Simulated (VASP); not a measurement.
# MgS (I4/mmm) in VASP: notebook, part 2 of 2

VASP 6.6.1. The steps go on from the part before.

## (4) Single point, r2SCAN (strain -0.040 along x and y, +0.080 along z)

POSCAR reads:

```
MgS
1.0
    0.0000000000      2.4975840000      2.8097820000
    2.4975840000      0.0000000000      2.8097820000
    2.4975840000      2.4975840000      0.0000000000
Mg S
1 1
Direct
    0.0000000000      0.0000000000      0.0000000000
    0.5000000000      0.5000000000      0.5000000000
```

INCAR.step1 reads:

```
ALGO = Normal
EDIFF = 1E-4
ENCUT = 520
GGA = PE
ISMEAR = 0
LASPH = T
LCHARG = F
LREAL = F
LWAVE = T
NBANDS = 11
NELM = 100
PREC = Accurate
SIGMA = 0.05
```

INCAR.step2 reads:

```
ALGO = Normal
EDIFF = 1E-7
ENCUT = 520
ISIF = 2
ISMEAR = 0
ISTART = 1
LASPH = T
LCHARG = F
LMIXTAU = T
LREAL = F
LWAVE = F
METAGGA = R2SCAN
NBANDS = 11
NELM = 100
PREC = Accurate
SIGMA = 0.05
```

KPOINTS reads:

```
k-points
0
Gamma
  8 8 8
```

Potentials or basis: VASP PAW PBE potentials, release 64 (Mg, S).

The run is started by

```
cat potpaw_PBE.64/Mg/POTCAR potpaw_PBE.64/S/POTCAR > POTCAR
cp INCAR.step1 INCAR
mpirun -np 1 vasp_std > vasp.out
cp INCAR.step2 INCAR
mpirun -np 1 vasp_std > vasp.out
```

OUTCAR:

```text
EDIFF = 1E-7
   ENCUT = 520
   ISIF = 2
   ISMEAR = 0
   ISTART = 1
   LASPH = T
   LREAL = F
   METAGGA = R2SCAN
   NELM = 100
   PREC = Accurate

 ion  position               nearest neighbor table
   1  0.000  0.000  0.000-   2 2.50   2 2.50   2 2.50   2 2.50   2 2.81   2 2.81
   2  0.500  0.500  0.500-   1 2.50   1 2.50   1 2.50   1 2.50   1 2.81   1 2.81

  LATTYP: Found a body centered tetragonal cell.
 ALAT       =     3.5321171660
 C/A-ratio  =     1.5909902577

  Lattice vectors:

 A1 = (  -2.4975840000,   0.0000000000,   2.8097820000)
 A2 = (   2.4975840000,   0.0000000000,   2.8097820000)
 A3 = (   0.0000000000,   2.4975840000,  -2.8097820000)

Analysis of symmetry for initial positions (statically):
=====================================================================
 Subroutine PRICEL returns:
 Original cell was already a primitive cell.

 Routine SETGRP: Setting up the symmetry group for a
 body centered tetragonal supercell.

 Subroutine GETGRP returns: Found 16 space group operations
 (whereof 16 operations were pure point group operations)
 out of a pool of 16 trial point group operations.

The static configuration has the point symmetry D_4h.

Analysis of symmetry for dynamics (positions and initial velocities):
=====================================================================
 Subroutine PRICEL returns:
 Original cell was already a primitive cell.

 Routine SETGRP: Setting up the symmetry group for a
 body centered tetragonal supercell.

 Subroutine GETGRP returns: Found 16 space group operations
 (whereof 16 operations were pure point group operations)
 out of a pool of 16 trial point group operations.

The dynamic configuration has the point symmetry D_4h.

 Subroutine INISYM returns: Found 16 space group operations
 (whereof 16 operations are pure point group operations),
 and found     1 'primitive' translations

----------------------------------------------------------------------------------------

[... 119 lines left out ...]
   AEXX    =    0.0000 exact exchange contribution
   IVDW    =     0    specifies the selected vdW correction
   LEPSILON=     F    determine dielectric tensor
   LRPA    =     F    only Hartree local field effects (RPA)
 non-spin polarized calculation
 Gauss-broadening in eV      SIGMA  =   0.05
  energy-cutoff  :      520.00
  volume of cell :       35.05
 maximum number of plane-waves:       966
   NGX = 13   NGY = 13   NGZ = 13

 number of electron       7.9999999 magnetization

 Free energy of the ion-electron system (eV)
  ---------------------------------------------------
  ext. energy  EPLUGINS =         0.00000000
  ---------------------------------------------------
  free energy    TOTEN  =       -15.41115688 eV

  energy without entropy =      -15.41115688  energy(sigma->0) =      -15.41115688

 E-fermi :   3.9607     XC(G=0): -10.0911

 val. band max:        3.7207126535   @ k =   0.0000   0.0000   0.0000
 cond. band min:       6.8539409199   @ k =   0.5000   0.0000   0.5000
 fundamental gap:      3.1332282664
 Fermi energy:         3.9607034998

 k-point     1 :       0.0000    0.0000    0.0000
  band No.  band energies     occupation
      1      -9.7254      2.00000
      2       3.3683      2.00000
      3       3.3683      2.00000
      4       3.7207      2.00000
      5       8.1393      0.00000
      6      11.2819      0.00000
      7      12.5547      0.00000
      8      12.5547      0.00000
      9      13.6208      0.00000
     10      15.2817      0.00000
     11      15.9097      0.00000
[... 309 lines left out ...]
 k-point    24 :       0.3750   -0.0000    0.1250
  band No.  band energies     occupation
      1      -8.6485      2.00000
      2      -0.4050      2.00000
      3       2.5913      2.00000
      4       2.6797      2.00000
      5       9.2548      0.00000
      6      11.1629      0.00000
      7      12.0154      0.00000
      8      12.5429      0.00000
      9      15.7704      0.00000
     10      17.3633      0.00000
     11      17.9607      0.00000

 [... further k-points ...]

------------------------ aborting loop because EDIFF is reached ----------------------------------------

  FORCE on cell =-STRESS in cart. coord.  units (eV):
  Direction    XX          YY          ZZ          XY          YZ          ZX
  --------------------------------------------------------------------------------------
  -------------------------------------------------------------------------------------
  Total        1.2800033      1.2800033     -1.1726872      0.0000000     -0.0000000     -0.0000000
  in kB       58.5030965     58.5030965    -53.5981673      0.0000000     -0.0000000     -0.0000000
  external PRESSURE =      21.1360086 kB  Pullay stress =       0.0000000 kB

 VOLUME and BASIS-vectors are now :
 -----------------------------------------------------------------------------
  energy-cutoff  :      520.00
  volume of cell :       35.05
      direct lattice vectors                 reciprocal lattice vectors
     0.000000000  2.497584000  2.809782000    -0.200193467  0.200193467  0.177949748
     2.497584000  0.000000000  2.809782000     0.200193467 -0.200193467  0.177949748
     2.497584000  2.497584000  0.000000000     0.200193467  0.200193467 -0.177949748

 POSITION                                       TOTAL-FORCE (eV/Angst)
 -----------------------------------------------------------------------------------
      0.00000      0.00000      0.00000        -0.000000      0.000000      0.000000
      2.49758      2.49758      2.80978         0.000000     -0.000000     -0.000000
 -----------------------------------------------------------------------------------
    total drift:                                0.000000      0.000000      0.000000

  FREE ENERGIE OF THE ION-ELECTRON SYSTEM (eV)
  ---------------------------------------------------
  free  energy   TOTEN  =       -15.4111568778 eV

  energy  without entropy=      -15.4111568778  energy(sigma->0) =      -15.41115688
```

OSZICAR.step1:

```text
N       E                     dE             d eps       ncg     rms          rms(c)
DAV:   1     0.218080723496E+02    0.21808E+02   -0.35268E+03  1346   0.590E+02
DAV:   2    -0.743491086290E+01   -0.29243E+02   -0.27920E+02  1682   0.993E+01
DAV:   3    -0.881704568439E+01   -0.13821E+01   -0.13798E+01  1605   0.227E+01
DAV:   4    -0.882532967348E+01   -0.82840E-02   -0.82833E-02  1534   0.210E+00
DAV:   5    -0.882540693924E+01   -0.77266E-04   -0.77265E-04  1620   0.204E-01    0.453E+00
DAV:   6    -0.844395862565E+01    0.38145E+00   -0.81249E-01  1463   0.357E+00    0.354E+00
DAV:   7    -0.840093386260E+01    0.43025E-01   -0.23219E-01  1531   0.209E+00    0.237E+00
DAV:   8    -0.840116253991E+01   -0.22868E-03   -0.15470E-02  1427   0.757E-01    0.110E+00
DAV:   9    -0.840079376482E+01    0.36878E-03   -0.10659E-03  1469   0.188E-01    0.335E-01
DAV:  10    -0.840080907619E+01   -0.15311E-04   -0.22550E-04  1225   0.718E-02
   1 F= -.84008091E+01 E0= -.84008091E+01  d E =-.508496E-18
```

Wall time 4.3 min (1 thread of AMD EPYC 7R13, shared host); peak memory 0.15 GiB.

What came out:

- Free energy: -15.4112 eV
- Pressure: 2.1 GPa
- Band gap on the k mesh: 3.13 eV, indirect (least direct gap 4.42 eV)

Caveat: the cell differs from its parent crystal (strain -0.040 along x and y, +0.080 along z); the PAW data sets were made with another functional, which shifts forces and pressure a little. A k mesh can miss the band edges.

## (5) Summary

```tsv
cell	gap on the mesh (eV)	pressure (GPa)
a = 3.606, b = 3.606, c = 3.679 Å, angles 59.3, 59.3, 61.3°, 2 atoms	3.32	3.4
a = 3.682, b = 3.682, c = 3.532 Å, angles 61.3, 61.3, 57.3°, 2 atoms	3.25	4.3
a = 3.759, b = 3.759, c = 3.532 Å, angles 62.0, 62.0, 56.0°, 2 atoms	3.13	2.1
```

Alike in all rows: task single point; level r2SCAN; potentials or basis VASP PAW PBE potentials, release 64 (Mg, S); no spin polarisation; k mesh 8 × 8 × 8; cutoff (eV) 520; smearing gaussian 0.05 eV.

Caveats: the PAW data sets were made with another functional, which shifts forces and pressure a little.

Absolute energies hang on the potentials; compare differences alone.
